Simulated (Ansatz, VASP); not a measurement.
**InSe: VASP beside Ansatz**

INCAR

```
SYSTEM = InSe
ALGO = Normal
EDIFF = 1E-6
ENCUT = 520
GGA = PE
ISIF = 2
ISMEAR = 0
IVDW = 12
LASPH = .True.
LCHARG = .True.
LELF = .True.
LREAL = .False.
LVHAR = .True.
LWAVE = .False.
NBANDS = 48
NELM = 80
PREC = Accurate
SIGMA = 0.03
```

KPOINTS

```
k-points
0
Gamma
  12 12 2
  0 0 0
```

File POSCAR:

```
InSe
1.0
    3.7898651969      0.0000000000      0.0000000000
   -1.8949325984      3.2821195374      0.0000000000
    0.0000000000      0.0000000000     16.7623717135
In Se
4 4
Direct
    0.3333333333      0.6666666667      0.1666581949
    0.6666666667      0.3333333333      0.6666581949
    0.3333333333      0.6666666667      0.3333418051
    0.6666666667      0.3333333333      0.8333418051
    0.3333333333      0.6666666667      0.5898711344
    0.6666666667      0.3333333333      0.0898711344
    0.3333333333      0.6666666667      0.9101288656
    0.6666666667      0.3333333333      0.4101288656
```

Input for Ansatz:

```yaml
crystal:
  lattice:
    - [3.7898651969, 0.0, 0.0]
    - [-1.8949325984, 3.2821195374, 0.0]
    - [0.0, 0.0, 16.7623717135]
  atoms:
    - { symbol: In, position: [0.3333333333, 0.6666666667, 0.1666581949] }
    - { symbol: In, position: [0.6666666667, 0.3333333333, 0.6666581949] }
    - { symbol: In, position: [0.3333333333, 0.6666666667, 0.3333418051] }
    - { symbol: In, position: [0.6666666667, 0.3333333333, 0.8333418051] }
    - { symbol: Se, position: [0.3333333333, 0.6666666667, 0.5898711344] }
    - { symbol: Se, position: [0.6666666667, 0.3333333333, 0.0898711344] }
    - { symbol: Se, position: [0.3333333333, 0.6666666667, 0.9101288656] }
    - { symbol: Se, position: [0.6666666667, 0.3333333333, 0.4101288656] }
basis:
  ecutwfc: 420
kpoints:
  mp_grid: { grid: [12, 12, 2] }
hamiltonian:
  xc: pbe
  dispersion: d3bj
scf:
  occupations: { method: gaussian, width: 0.03 }
output:
  forces: true
  stress: true
  eigenvalues: true
```

Change from the starting cell: strain -0.0600 x Voigt [1, 1, 0, 0, 0, 0], atoms carried along.

Alike in both runs: task single point; functional PBE; dispersion D3(BJ); k mesh 12 × 12 × 2; occupations gaussian, width 0.03 eV; no spin polarisation.

|  | VASP | Ansatz |
| --- | --- | --- |
| version | VASP 6.6.1 | Ansatz 0.2.0 |
| potentials or method | VASP PAW PBE potentials, release 64 (In_d, Se), cutoff 520 eV | scalar-relativistic, plane waves, PAW |
| valence electrons in the cell | 76 | 116 |

|  | VASP | Ansatz | Ansatz less VASP |
| --- | --- | --- | --- |
| gap on the k mesh at the Fermi level (eV) | 1.13 | 1.14 | +0.012 |
| least direct gap on the mesh (eV) | 1.13 | 1.14 | +0.012 |
| pressure (GPa) | 8.5 | 8.4 | -0.08 |
| traceless stress, the component that is largest in VASP (GPa) | -3.72 | -3.72 | +0.005 |
| rms of the force components (eV/Å) | 0.682 | 0.671 | -0.0119 |

Atom by atom the forces differ by 0.012 eV/Å (rms over components). VASP's potentials hold 76 valence electrons a cell and Ansatz's 116, so a difference there can come from the potentials and not from the codes.
